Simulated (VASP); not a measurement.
# Al5Ru (P-6m2) in VASP: relaxation of cell and atoms with PBE

Aim: the relaxation of cell and atoms of Al5Ru with PBE.

All numbers are computed with VASP 6.6.1; they aren't measurements. Logs are shortened: lines on timing, memory, paths and dates and some standing lists are left out, and cuts for length are marked.

### 1 The cell of the first run

The structure is hexagonal, space group P-6m2 (No. 187). The conventional cell has a = 2.879 Å, b = 2.879 Å, c = 13.250 Å, α = 90.00°, β = 90.00°, γ = 120.00°. Al (site symmetry 3m) has 12 Al at 2.86 to 2.88 Å within 3.8 Å. Al (site symmetry 3m) has 3 Ru at 2.56 Å and 9 Al at 2.88 Å within 3.4 Å. Within 3.8 Å of Al (site symmetry -6m2) lie 12 Al at 2.86 to 2.88 Å. Within 3.4 Å of Ru (site symmetry -6m2) lie 6 Al at 2.56 Å and 6 Ru at 2.88 Å.

### 2 Relaxation of cell and atoms, PBE

The input, INCAR:

```
SYSTEM = Al5Ru
  ALGO = Fast
  EDIFF = 1E-7
  EDIFFG = -0.01
  ENCUT = 600
  GGA = PE
  IBRION = 2
  ISIF = 3
  ISMEAR = 0
  LASPH = .True.
  LCHARG = .False.
  LREAL = .False.
  LWAVE = .False.
  NELM = 100
  NSW = 100
  PREC = Accurate
  SIGMA = 0.1
```

The input, KPOINTS:

```
k-points
0
Gamma
  18 18 4
  0 0 0
```

The input, POSCAR:

```
Al5Ru
1.0
    2.8790218394      0.0000000000      0.0000000000
   -1.4395109197      2.4933060510      0.0000000000
    0.0000000000      0.0000000000     13.2503299987
Al Ru
5 1
Direct
    0.0000000000      0.0000000000      0.6758575239
    0.3333333333      0.6666666667      0.8532319919
    0.3333333333      0.6666666667      0.1467680081
    0.0000000000      0.0000000000      0.3241424761
    0.3333333333      0.6666666667      0.5000000000
    0.6666666667      0.3333333333      0.0000000000
```

Potentials or basis: VASP PAW PBE potentials, release 64 (Al, Ru_pv).

On the command line:

```console
$ cat potpaw_PBE.64/Al/POTCAR potpaw_PBE.64/Ru_pv/POTCAR > POTCAR
$ mpirun -np 1 vasp_std > vasp.out
```

OUTCAR:

```text
SYSTEM = Al5Ru
   EDIFF = 1E-7
   EDIFFG = -0.01
   ENCUT = 600
   GGA = PE
   IBRION = 2
   ISIF = 3
   ISMEAR = 0
   LASPH = .True.
   LREAL = .False.
   NELM = 100
   NSW = 100
   PREC = Accurate

 ion  position               nearest neighbor table
   1  0.000  0.000  0.676-   5 2.86   5 2.86   5 2.86   2 2.88   2 2.88   2 2.88
   2  0.333  0.667  0.853-   6 2.56   6 2.56   6 2.56   1 2.88   1 2.88   1 2.88
   3  0.333  0.667  0.147-   6 2.56   6 2.56   6 2.56   4 2.88   4 2.88   4 2.88
   4  0.000  0.000  0.324-   5 2.86   5 2.86   5 2.86   3 2.88   3 2.88   3 2.88
   5  0.333  0.667  0.500-   1 2.86   4 2.86   1 2.86   4 2.86   1 2.86   4 2.86
   6  0.667  0.333  0.000-   2 2.56   3 2.56   2 2.56   3 2.56   2 2.56   3 2.56

  LATTYP: Found a hexagonal cell.
 ALAT       =     2.8790218394
 C/A-ratio  =     4.6023721729

  Lattice vectors:

 A1 = (   2.8790218394,   0.0000000000,   0.0000000000)
 A2 = (  -1.4395109197,   2.4933060510,   0.0000000000)
 A3 = (   0.0000000000,   0.0000000000,  13.2503299987)

Analysis of symmetry for initial positions (statically):
=====================================================================
 Subroutine PRICEL returns:
 Original cell was already a primitive cell.

 Routine SETGRP: Setting up the symmetry group for a
 hexagonal supercell.

 Subroutine GETGRP returns: Found 12 space group operations
 (whereof 12 operations were pure point group operations)
 out of a pool of 24 trial point group operations.

The static configuration has the point symmetry D_3h.

Analysis of symmetry for dynamics (positions and initial velocities):
=====================================================================
 Subroutine PRICEL returns:
 Original cell was already a primitive cell.

 Routine SETGRP: Setting up the symmetry group for a
 hexagonal supercell.

 Subroutine GETGRP returns: Found 12 space group operations
 (whereof 12 operations were pure point group operations)
 out of a pool of 24 trial point group operations.

The dynamic configuration has the point symmetry D_3h.

 Subroutine INISYM returns: Found 12 space group operations
 (whereof 12 operations are pure point group operations),
 and found     1 'primitive' translations

----------------------------------------------------------------------------------------

                                     Primitive cell

  volume of cell :      95.1146

  direct lattice vectors                    reciprocal lattice vectors
     2.879021839  0.000000000  0.000000000     0.347340193  0.200536954  0.000000000
    -1.439510920  2.493306051  0.000000000     0.000000000  0.401073907  0.000000000
     0.000000000  0.000000000 13.250329999     0.000000000  0.000000000  0.075469818

  length of vectors
     2.879021839  2.879021839 13.250329999     0.401073907  0.401073907  0.075469818

  position of ions in fractional coordinates (direct lattice)
     0.000000000  0.000000000  0.675857524
     0.333333333  0.666666667  0.853231992
     0.333333333  0.666666667  0.146768008
     0.000000000  0.000000000  0.324142476
     0.333333333  0.666666667  0.500000000
     0.666666667  0.333333333  0.000000000

  ion indices of the primitive-cell ions
   primitive index   ion index
                 1           1
                 2           2
                 3           3
                 4           4
                 5           5
                 6           6

----------------------------------------------------------------------------------------

 KPOINTS: k-points

Automatic generation of k-mesh.
 Grid dimensions read from file:
 generate k-points for:   18   18    4

 Generating k-lattice:

  Cartesian coordinates                     Fractional coordinates (reciprocal lattice)
     0.019296677  0.011140942  0.000000000     0.055555556  0.000000000  0.000000000
     0.000000000  0.022281884  0.000000000     0.000000000  0.055555556  0.000000000
     0.000000000  0.000000000  0.018867455     0.000000000  0.000000000  0.250000000

  Length of vectors
     0.022281884  0.022281884  0.018867455

  Shift w.r.t. Gamma in fractional coordinates (k-lattice)
     0.000000000  0.000000000  0.000000000

 Subroutine IBZKPT returns following result:
 ===========================================

 Found    111 irreducible k-points:

 Following reciprocal coordinates:
            Coordinates               Weight
  0.000000  0.000000  0.000000      1.000000
  0.055556 -0.000000  0.000000      6.000000
  0.111111 -0.000000  0.000000      6.000000
  0.166667  0.000000  0.000000      6.000000
  0.222222 -0.000000  0.000000      6.000000
  0.277778 -0.000000  0.000000      6.000000
[... 16 lines left out ...]
  0.333333  0.111111  0.000000     12.000000
  0.388889  0.111111  0.000000     12.000000
 [... further k-points ...]
   k-points           NKPTS =    111   k-points in BZ     NKDIM =    111   number of bands    NBANDS=     18
   number of dos      NEDOS =    301   number of ions     NIONS =      6
   total plane-waves  NPLWV =  62208
   dimension x,y,z NGX =    24 NGY =   24 NGZ =  108
   dimension x,y,z NGXF=    48 NGYF=   48 NGZF=  216
   ions per type =               5   1
   NGX,Y,Z   is equivalent  to a cutoff of  13.86, 13.86, 13.55 a.u.
   NGXF,Y,Z  is equivalent  to a cutoff of  27.72, 27.72, 27.10 a.u.
 SYSTEM =  Al5Ru
   PREC   = accura    normal or accurate (medium, high low for compatibility)
   ISTART =      0    job   : 0-new  1-cont  2-samecut
   ICHARG =      2    charge: 1-file 2-atom 10-const
   ISPIN  =      1    spin polarized calculation?
   LNONCOLLINEAR =      F non collinear calculations
   LSORBIT =      F    spin-orbit coupling
   LASPH  =      T    aspherical Exc in radial PAW
   ENCUT  =  600.0 eV  44.10 Ry    6.64 a.u.   5.75  5.75 26.46*2*pi/ulx,y,z
   NELM   =    100;   NELMIN=  2; NELMDL= -5     # of ELM steps
   EDIFF  = 0.1E-06   stopping-criterion for ELM
   LREAL  =      F    real-space projection
   EDIFFG = -.1E-01   stopping-criterion for IOM
   NSW    =    100    number of steps for IOM
   IBRION =      2    ionic relax: 0-MD 1-quasi-New 2-CG
   NFREE  =      1    steps in history (QN), initial steepest desc. (CG)
   ISIF   =      3    stress and relaxation
   ISYM   =      2    0-nonsym 1-usesym 2-fastsym
   POTIM  = 0.5000    time-step for ionic-motion
   TEBEG  =    0.0;   TEEND  =   0.0 temperature during run
   PSTRESS=    0.0 pullay stress
   NELECT =      29.0000    total number of electrons
   NUPDOWN=      -1.0000    fix difference up-down
   EMIN   =  10.00;   EMAX   =-10.00  energy-range for DOS
   EFERMI =   0.00;   METHOD = LEGACY
   ISMEAR =     0;   SIGMA  =   0.10  broadening in eV -4-tet -1-fermi 0-gaus
   EFERMI_NEDOS =   21; number of points for ismear=-14 and -15
   IALGO  =     68    algorithm
   IMIX   =      4    mixing-type and parameters
     AMIX     =   0.40;   BMIX     =  1.00
     AMIX_MAG =   1.60;   BMIX_MAG =  1.00
  volume/ion in A,a.u.               =      15.85       106.98
  Fermi-wavevector in a.u.,A,eV,Ry     =   1.101857  2.082207 16.518670  1.214088
  Thomas-Fermi vector in A             =   2.238290
   LORBIT       =      0    0 simple, 1 ext, 2 COOP (PROOUT), +10 PAW based schemes
   GGA     = PE    functional components
   LHFCALC =     F    Hartree Fock is set to
   AEXX    =    0.0000 exact exchange contribution
   IVDW    =     0    specifies the selected vdW correction
   LEPSILON=     F    determine dielectric tensor
   LRPA    =     F    only Hartree local field effects (RPA)
 conjugate gradient relaxation of ions
 non-spin polarized calculation
 RMM-DIIS sequential band-by-band and
 Gauss-broadening in eV      SIGMA  =   0.10
  energy-cutoff  :      600.00
  volume of cell :       95.11
 maximum number of plane-waves:      3208
 NGX is ok and might be reduce to    24
   NGX = 11   NGY = 11   NGZ = 53

--------------------------------------- Ionic step        1  -------------------------------------------

 number of electron      29.0000000 magnetization

 Free energy of the ion-electron system (eV)
  ---------------------------------------------------
  ext. energy  EPLUGINS =         0.00000000
  ---------------------------------------------------
  free energy    TOTEN  =       -28.70800143 eV

  energy without entropy =      -28.69379218  energy(sigma->0) =      -28.70089681

------------------------ aborting loop because EDIFF is reached ----------------------------------------

  FORCE on cell =-STRESS in cart. coord.  units (eV):
  Direction    XX          YY          ZZ          XY          YZ          ZX
  --------------------------------------------------------------------------------------
  -------------------------------------------------------------------------------------
  Total        0.1925520      0.1925520     -0.3574272      0.0000000      0.0000000     -0.0000000
  in kB        3.2434803      3.2434803     -6.0207550      0.0000000      0.0000000     -0.0000000
  external PRESSURE =       0.1554019 kB  Pullay stress =       0.0000000 kB
[... 225 lines left out ...]
  energy  without entropy=      -28.6959785202  energy(sigma->0) =      -28.70274020

--------------------------------------- Ionic step        7  -------------------------------------------

 number of electron      29.0000000 magnetization

 Free energy of the ion-electron system (eV)
  ---------------------------------------------------
  ext. energy  EPLUGINS =         0.00000000
  ---------------------------------------------------
  free energy    TOTEN  =       -28.70952317 eV

  energy without entropy =      -28.69604921  energy(sigma->0) =      -28.70278619

 E-fermi :   8.5412     XC(G=0): -10.7723

 val. band max:        8.5376576712   @ k =   0.3333   0.0556   0.2500
 cond. band min:       8.5562021486   @ k =   0.3333   0.1667   0.0000
 fundamental gap:      0.0185444774
 Fermi energy:         8.5411755547

 k-point     1 :       0.0000    0.0000    0.0000
  band No.  band energies     occupation
      1     -33.5151      2.00000
      2     -33.5093      2.00000
      3     -33.5093      2.00000
      4      -2.2701      2.00000
      5      -1.4648      2.00000
      6      -0.9628      2.00000
[... 10 lines left out ...]
     17      13.1981      0.00000
     18      17.6835      0.00000
[... 466 lines left out ...]
      2     -33.6323      2.00000
      3     -33.4536      2.00000
      4       2.5004      2.00000
      5       2.8949      2.00000
      6       3.4705      2.00000
[... 10 lines left out ...]
     17       9.7815      0.00000
     18      10.9724      0.00000

 [... further k-points ...]

------------------------ aborting loop because EDIFF is reached ----------------------------------------

  FORCE on cell =-STRESS in cart. coord.  units (eV):
  Direction    XX          YY          ZZ          XY          YZ          ZX
  --------------------------------------------------------------------------------------
  -------------------------------------------------------------------------------------
  Total       -0.0078740     -0.0078740     -0.0134087      0.0000000      0.0000000      0.0000000
  in kB       -0.1324609     -0.1324609     -0.2255700      0.0000000      0.0000000      0.0000000
  external PRESSURE =      -0.1634973 kB  Pullay stress =       0.0000000 kB
[... 21 lines left out ...]
  FREE ENERGIE OF THE ION-ELECTRON SYSTEM (eV)
  ---------------------------------------------------
  free  energy   TOTEN  =       -28.7095231703 eV

  energy  without entropy=      -28.6960492112  energy(sigma->0) =      -28.70278619

 reached required accuracy - stopping structural energy minimisation
```

It took 24 min on 1 thread of Oxide Virtual Turin-like, shared host; peak memory 0.38 GiB.

Results:

```yaml
Free_energy: -28.7095 eV
Relaxed_volume: 15.87 Å³/atom
Relaxed_cell: a = 2.888 Å, b = 2.888 Å, c = 13.188 Å, α = 90.00°, β = 90.00°, γ = 120.00°
Space_group_after_relaxing_to_0.05_Å: P-6m2 (No. 187)
Energy_gained_by_relaxing: 0.3 meV/atom
Ionic_steps: 7
Pressure_after_relaxing: 0.0 GPa
Largest_force_after_relaxing: 0.008 eV/Å
```

Forces on the atoms (eV/Å):
```
Al   0.000  0.000 -0.008
Al   0.000  0.000 -0.007
Al   0.000  0.000  0.007
Al   0.000  0.000  0.008
Al   0.000  0.000  0.000
Ru   0.000  0.000  0.000
```

Step by step:
```
step  energy change (eV)  largest force (eV/Å)  pressure (GPa)  volume (Å³)
   1              0.0000                0.0346            0.02        95.11
   2             -0.0012                0.0094            0.08        95.14
   3             -0.0014                0.0191            0.11        95.15
   4             -0.0014                0.0219            0.11        95.15
   5             -0.0015                0.0086           -0.11        95.33
   6             -0.0015                0.0102           -0.03        95.26
   7             -0.0015                0.0077           -0.02        95.24
```

Final structure:
```cif
data_structure
_symmetry_space_group_name_H-M 'P 1'
_symmetry_Int_Tables_number 1
_cell_length_a 2.8877
_cell_length_b 2.8877
_cell_length_c 13.1877
_cell_angle_alpha 90.000
_cell_angle_beta 90.000
_cell_angle_gamma 120.000
_cell_volume 95.24
loop_
_atom_site_label
_atom_site_type_symbol
_atom_site_fract_x
_atom_site_fract_y
_atom_site_fract_z
_atom_site_occupancy
Al1 Al 0.00000 0.00000 0.67574 1
Al2 Al 0.33333 0.66667 0.85334 1
Al3 Al 0.33333 0.66667 0.14666 1
Al4 Al 0.00000 0.00000 0.32426 1
Al5 Al 0.33333 0.66667 0.50000 1
Ru1 Ru 0.66667 0.33333 0.00000 1
```
